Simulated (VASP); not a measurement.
# Nb (Fd-3m) in VASP: further runs

The runs below take Nb through single point, relaxation of cell and atoms, with PBE.

Program: VASP 6.6.1. These are calculated values, not measurements. Logs are shortened: lines on timing, memory, paths and dates and some standing lists are left out, and cuts for length are marked.

## 1. The cell of the first run

It takes space group Fd-3m (No. 227, cubic). The conventional cell has a = 5.986 Å, b = 5.986 Å, c = 5.986 Å, α = 90.00°, β = 90.00°, γ = 90.00°. Within 3.4 Å of Nb (site symmetry -43m) lie 4 Nb at 2.59 Å.

This isn't the form of Nb at room conditions, which is bcc.

## 2. Single point, PBE, collinear spin (26.81 Å³/atom)

INCAR reads:

```
SYSTEM = Nb
PREC = Accurate ; ENCUT = 520
EDIFF = 1E-6 ; ISMEAR = -1
SIGMA = 0.05 ; LREAL = .False.
LASPH = .True. ; NELM = 150
ALGO = Normal ; ISIF = 2
LWAVE = .False. ; LCHARG = .False.
ISPIN = 2 ; MAGMOM = 1 1
LORBIT = 11 ; LMAXMIX = 4
GGA = PE ; NBANDS = 24
```

KPOINTS reads:

```
regular mesh
0
Gamma
  10 10 10
  0 0 0
```

POSCAR reads:

```
Nb
1.0
    0.0000000000      2.9929884910      2.9929884910
    2.9929884910      0.0000000000      2.9929884910
    2.9929884910      2.9929884910      0.0000000000
Nb
2
Direct
    0.1250000000      0.1250000000      0.1250000000
    0.8750000000      0.8750000000      0.8750000000
```

Potentials or basis: VASP PAW PBE potentials, release 64 (Nb_sv).

On the command line:

```
> cat potpaw_PBE.64/Nb_sv/POTCAR > POTCAR
> mpirun -np 1 vasp_std > vasp.out
```

OUTCAR:

```text
SYSTEM = Nb
   PREC = Accurate
   ENCUT = 520
   EDIFF = 1E-6
   ISMEAR = -1
   LREAL = .False.
   LASPH = .True.
   NELM = 150
   ISIF = 2
   ISPIN = 2
   LORBIT = 11
   GGA = PE

 ion  position               nearest neighbor table
   1  0.125  0.125  0.125-   2 2.59   2 2.59   2 2.59   2 2.59
   2  0.875  0.875  0.875-   1 2.59   1 2.59   1 2.59   1 2.59

  LATTYP: Found a face centered cubic cell.
 ALAT       =     5.9859769820

  Lattice vectors:

 A1 = (   0.0000000000,   2.9929884910,   2.9929884910)
 A2 = (   2.9929884910,   0.0000000000,   2.9929884910)
 A3 = (   2.9929884910,   2.9929884910,   0.0000000000)

Analysis of symmetry for initial positions (statically):
=====================================================================
 Subroutine PRICEL returns:
 Original cell was already a primitive cell.

 Routine SETGRP: Setting up the symmetry group for a
 face centered cubic supercell.

 Subroutine GETGRP returns: Found 48 space group operations
 (whereof 12 operations were pure point group operations)
 out of a pool of 48 trial point group operations.

The static configuration has the point symmetry D_3d.
 The point group associated with its full space group is O_h .

Analysis of symmetry for dynamics (positions and initial velocities):
=====================================================================
 Subroutine PRICEL returns:
 Original cell was already a primitive cell.

 Routine SETGRP: Setting up the symmetry group for a
 face centered cubic supercell.

 Subroutine GETGRP returns: Found 48 space group operations
 (whereof 12 operations were pure point group operations)
 out of a pool of 48 trial point group operations.

The dynamic configuration has the point symmetry D_3d.
 The point group associated with its full space group is O_h .

Analysis of structural, dynamic, and magnetic symmetry:
=====================================================================
 Subroutine PRICEL returns:
 Original cell was already a primitive cell.

 Routine SETGRP: Setting up the symmetry group for a
 face centered cubic supercell.

 Subroutine GETGRP returns: Found 48 space group operations
 (whereof 12 operations were pure point group operations)
 out of a pool of 48 trial point group operations.

The overall configuration has the point symmetry D_3d.
 The point group associated with its full space group is O_h .

 Subroutine INISYM returns: Found 48 space group operations
 (whereof 12 operations are pure point group operations),
 and found     1 'primitive' translations

----------------------------------------------------------------------------------------

                                     Primitive cell

  volume of cell :      53.6223

  direct lattice vectors                    reciprocal lattice vectors
     0.000000000  2.992988491  2.992988491    -0.167057107  0.167057107  0.167057107
     2.992988491  0.000000000  2.992988491     0.167057107 -0.167057107  0.167057107
     2.992988491  2.992988491  0.000000000     0.167057107  0.167057107 -0.167057107

  length of vectors
     4.232724916  4.232724916  4.232724916     0.289351398  0.289351398  0.289351398

  position of ions in fractional coordinates (direct lattice)
     0.125000000  0.125000000  0.125000000
     0.875000000  0.875000000  0.875000000

  ion indices of the primitive-cell ions
   primitive index   ion index
                 1           1
                 2           2

----------------------------------------------------------------------------------------

 KPOINTS: regular mesh

Automatic generation of k-mesh.
 Grid dimensions read from file:
 generate k-points for:   10   10   10

 Generating k-lattice:

  Cartesian coordinates                     Fractional coordinates (reciprocal lattice)
    -0.016705711  0.016705711  0.016705711     0.100000000  0.000000000  0.000000000
     0.016705711 -0.016705711  0.016705711     0.000000000  0.100000000  0.000000000
     0.016705711  0.016705711 -0.016705711     0.000000000  0.000000000  0.100000000

  Length of vectors
     0.028935140  0.028935140  0.028935140

  Shift w.r.t. Gamma in fractional coordinates (k-lattice)
     0.000000000  0.000000000  0.000000000

 Subroutine IBZKPT returns following result:
 ===========================================

 Found     47 irreducible k-points:

 Following reciprocal coordinates:
            Coordinates               Weight
  0.000000  0.000000  0.000000      1.000000
  0.100000  0.000000  0.000000      8.000000
  0.200000  0.000000  0.000000      8.000000
  0.300000  0.000000  0.000000      8.000000
  0.400000  0.000000  0.000000      8.000000
  0.500000  0.000000  0.000000      4.000000
[... 16 lines left out ...]
  0.300000  0.300000  0.000000      6.000000
  0.400000  0.300000  0.000000     24.000000
 [... further k-points ...]
   k-points           NKPTS =     47   k-points in BZ     NKDIM =     47   number of bands    NBANDS=     24
   number of dos      NEDOS =    301   number of ions     NIONS =      2
   total plane-waves  NPLWV =  32768
   dimension x,y,z NGX =    32 NGY =   32 NGZ =   32
   dimension x,y,z NGXF=    64 NGYF=   64 NGZF=   64
   ions per type =               2
   NGX,Y,Z   is equivalent  to a cutoff of  12.57, 12.57, 12.57 a.u.
   NGXF,Y,Z  is equivalent  to a cutoff of  25.14, 25.14, 25.14 a.u.
 SYSTEM =  Nb
   PREC   = accura    normal or accurate (medium, high low for compatibility)
   ISTART =      0    job   : 0-new  1-cont  2-samecut
   ICHARG =      2    charge: 1-file 2-atom 10-const
   ISPIN  =      2    spin polarized calculation?
   LNONCOLLINEAR =      F non collinear calculations
   LSORBIT =      F    spin-orbit coupling
   LASPH  =      T    aspherical Exc in radial PAW
   ENCUT  =  520.0 eV  38.22 Ry    6.18 a.u.   7.87  7.87  7.87*2*pi/ulx,y,z
   NELM   =    150;   NELMIN=  2; NELMDL= -5     # of ELM steps
   EDIFF  = 0.1E-05   stopping-criterion for ELM
   LREAL  =      F    real-space projection
   EDIFFG = 0.1E-04   stopping-criterion for IOM
   NSW    =      0    number of steps for IOM
   IBRION =     -1    ionic relax: 0-MD 1-quasi-New 2-CG
   NFREE  =      0    steps in history (QN), initial steepest desc. (CG)
   ISIF   =      2    stress and relaxation
   ISYM   =      2    0-nonsym 1-usesym 2-fastsym
   POTIM  = 0.5000    time-step for ionic-motion
   TEBEG  =    0.0;   TEEND  =   0.0 temperature during run
   PSTRESS=    0.0 pullay stress
   NELECT =      26.0000    total number of electrons
   NUPDOWN=      -1.0000    fix difference up-down
   EMIN   =  10.00;   EMAX   =-10.00  energy-range for DOS
   EFERMI =   0.00;   METHOD = LEGACY
   ISMEAR =    -1;   SIGMA  =   0.05  broadening in eV -4-tet -1-fermi 0-gaus
   EFERMI_NEDOS =   21; number of points for ismear=-14 and -15
   IALGO  =     38    algorithm
   IMIX   =      4    mixing-type and parameters
     AMIX     =   0.40;   BMIX     =  1.00
     AMIX_MAG =   1.60;   BMIX_MAG =  1.00
  volume/ion in A,a.u.               =      26.81       180.93
  Fermi-wavevector in a.u.,A,eV,Ry     =   1.286128  2.430430 22.505744  1.654126
  Thomas-Fermi vector in A             =   2.418221
   LORBIT       =     11    0 simple, 1 ext, 2 COOP (PROOUT), +10 PAW based schemes
   GGA     = PE    functional components
   LHFCALC =     F    Hartree Fock is set to
   AEXX    =    0.0000 exact exchange contribution
   IVDW    =     0    specifies the selected vdW correction
   LEPSILON=     F    determine dielectric tensor
   LRPA    =     F    only Hartree local field effects (RPA)
 spin polarized calculation
  energy-cutoff  :      520.00
  volume of cell :       53.62
 maximum number of plane-waves:      1459
   NGX = 15   NGY = 15   NGZ = 15

 number of electron      25.9999997 magnetization       0.0023909

 Free energy of the ion-electron system (eV)
  ---------------------------------------------------
  ext. energy  EPLUGINS =         0.00000000
  ---------------------------------------------------
  free energy    TOTEN  =       -15.35143703 eV

  energy without entropy =      -15.31815549  energy(sigma->0) =      -15.33479626

 E-fermi :   6.3236     XC(G=0): -10.1455

 val. band max:        6.3227208586   @ k =  -0.4000   0.3000   0.1000
 cond. band min:       6.3637621528   @ k =  -0.4000   0.4000   0.2000
 fundamental gap:      0.0410412943
 Fermi energy:         6.3236395122

 spin component 1

 k-point     1 :       0.0000    0.0000    0.0000
  band No.  band energies     occupation
      1     -48.1782      1.00000
      2     -47.5803      1.00000
      3     -24.5466      1.00000
      4     -24.5466      1.00000
      5     -24.5466      1.00000
      6     -23.5317      1.00000
[... 16 lines left out ...]
     23      17.5182      0.00000
     24      17.7081      0.00000
[... 598 lines left out ...]
      2     -47.7506      1.00000
      3     -24.7495      1.00000
      4     -24.7394      1.00000
      5     -24.2798      1.00000
      6     -23.8109      1.00000
[... 16 lines left out ...]
     23      16.5489      0.00000
     24      18.4138      0.00000

 [... further k-points ...]

 spin component 2

 k-point     1 :       0.0000    0.0000    0.0000
  band No.  band energies     occupation
      1     -48.1776      1.00000
      2     -47.5797      1.00000
      3     -24.5459      1.00000
      4     -24.5459      1.00000
      5     -24.5459      1.00000
      6     -23.5311      1.00000
[... 16 lines left out ...]
     23      17.5184      0.00000
     24      17.7086      0.00000
[... 598 lines left out ...]
      2     -47.7500      1.00000
      3     -24.7488      1.00000
      4     -24.7387      1.00000
      5     -24.2791      1.00000
      6     -23.8102      1.00000
[... 16 lines left out ...]
     23      16.5492      0.00000
     24      18.4141      0.00000

 [... further k-points ...]

------------------------ aborting loop because EDIFF is reached ----------------------------------------

  FORCE on cell =-STRESS in cart. coord.  units (eV):
  Direction    XX          YY          ZZ          XY          YZ          ZX
  --------------------------------------------------------------------------------------
  -------------------------------------------------------------------------------------
  Total       -0.8196378     -0.8196378     -0.8196378      0.0000000      0.0000000      0.0000000
  in kB      -24.4899222    -24.4899222    -24.4899222      0.0000000      0.0000000      0.0000000
  external PRESSURE =     -24.4899222 kB  Pullay stress =       0.0000000 kB

 VOLUME and BASIS-vectors are now :
 -----------------------------------------------------------------------------
  energy-cutoff  :      520.00
  volume of cell :       53.62
      direct lattice vectors                 reciprocal lattice vectors
     0.000000000  2.992988491  2.992988491    -0.167057107  0.167057107  0.167057107
     2.992988491  0.000000000  2.992988491     0.167057107 -0.167057107  0.167057107
     2.992988491  2.992988491  0.000000000     0.167057107  0.167057107 -0.167057107

 POSITION                                       TOTAL-FORCE (eV/Angst)
 -----------------------------------------------------------------------------------
      0.74825      0.74825      0.74825         0.000000     -0.000000     -0.000000
      5.23773      5.23773      5.23773        -0.000000      0.000000      0.000000
 -----------------------------------------------------------------------------------
    total drift:                                0.000000      0.000000     -0.000000

  FREE ENERGIE OF THE ION-ELECTRON SYSTEM (eV)
  ---------------------------------------------------
  free  energy   TOTEN  =       -15.3514370277 eV

  energy  without entropy=      -15.3181554949  energy(sigma->0) =      -15.33479626

 total charge

# of ion       s       p       d       tot
------------------------------------------
    1        2.250   5.901   2.770  10.920
    2        2.250   5.901   2.770  10.920
--------------------------------------------------
tot          4.499  11.801   5.540  21.840

 magnetization (x)

# of ion       s       p       d       tot
------------------------------------------
    1        0.000   0.000   0.001   0.001
    2        0.000   0.000   0.001   0.001
--------------------------------------------------
tot          0.000   0.000   0.001   0.001
```

It took 89 s on 1 thread of Intel Xeon Platinum 8259CL at 2.50GHz (Skylake/Cascade Lake), shared host; peak memory 0.25 GiB.

Results:

```
Free energy                                           : -15.3514 eV
Pressure                                              : -2.4 GPa
Band gap on the k mesh                                : zero (filled and empty bands overlap)
Net moment                                            : 0.00 μB per cell
Valence electrons inside the program's atomic spheres : Nb 10.92
```

## 3. Single point, PBE, collinear spin (27.84 Å³/atom)

This run uses another cell than the first one, of 27.84 Å³/atom.

INCAR reads:

```
  PREC = Accurate
  ENCUT = 520
  EDIFF = 1E-7
  ISMEAR = -1
  SIGMA = 0.05
  LREAL = F
  LASPH = T
  NELM = 150
  ALGO = Normal
  ISIF = 2
  LWAVE = F
  LCHARG = F
  ISPIN = 2
  MAGMOM = 1 1
  LORBIT = 11
  LMAXMIX = 4
  GGA = PE
  NBANDS = 24
```

KPOINTS reads:

```
Automatic mesh
0
Gamma
  10 10 10
```

POSCAR reads:

```
Nb
1.0
    0.0000000000      3.0308784436      3.0308784436
    3.0308784436      0.0000000000      3.0308784436
    3.0308784436      3.0308784436      0.0000000000
Nb
2
Direct
    0.1250000000      0.1250000000      0.1250000000
    0.8750000000      0.8750000000      0.8750000000
```

Potentials or basis: VASP PAW PBE potentials, release 64 (Nb_sv).

On the command line:

```
> cat potpaw_PBE.64/Nb_sv/POTCAR > POTCAR
> mpirun -np 1 vasp_std > vasp.out
```

Wall time 2.5 min (1 thread of Intel Xeon Platinum 8488C (Sapphire Rapids), shared host); peak memory 0.25 GiB.

It converged, with:

```yaml
Free_energy: -15.3079 eV
Pressure: -4.4 GPa
Band_gap_on_the_k_mesh: zero (filled and empty bands overlap)
Net_moment: 0.00 μB per cell
Valence_electrons_inside_the_program's_atomic_spheres: Nb 10.88
```

Levels at points of the mesh, in eV from the Fermi level:
Spin up:
| k point | band 9 | band 10 | band 11 | band 12 | band 13 | band 14 | band 15 | band 16 | band 17 | band 18 |
| --- | --- | --- | --- | --- | --- | --- | --- | --- | --- | --- |
| (0.00, 0.00, 0.00) | -4.26 | -1.22 | -1.22 | -0.50 | -0.50 | -0.50 | 1.77 | 1.77 | 1.77 | 4.81 |
| (0.50, 0.00, 0.00) | -1.83 | -1.31 | -1.06 | -1.06 | -0.65 | -0.65 | 0.48 | 2.75 | 2.75 | 4.04 |
| (0.50, 0.50, 0.00) | -2.06 | -2.06 | -0.58 | -0.58 | 0.12 | 0.12 | 1.31 | 1.31 | 4.34 | 4.34 |
Spin down:
```
           k point  band 11  band 12  band 13  band 14  band 15  band 16
(0.00, 0.00, 0.00)    -1.22    -0.50    -0.50    -0.50     1.77     1.77
(0.50, 0.00, 0.00)    -1.06    -1.06    -0.65    -0.65     0.48     2.75
(0.50, 0.50, 0.00)    -0.58    -0.58     0.12     0.12     1.31     1.31
```

Caveat: the cell stands under tension.

[end of part 1 of 2]

The gap in the log of VASP goes by the Fermi energy; the results here count the filled bands.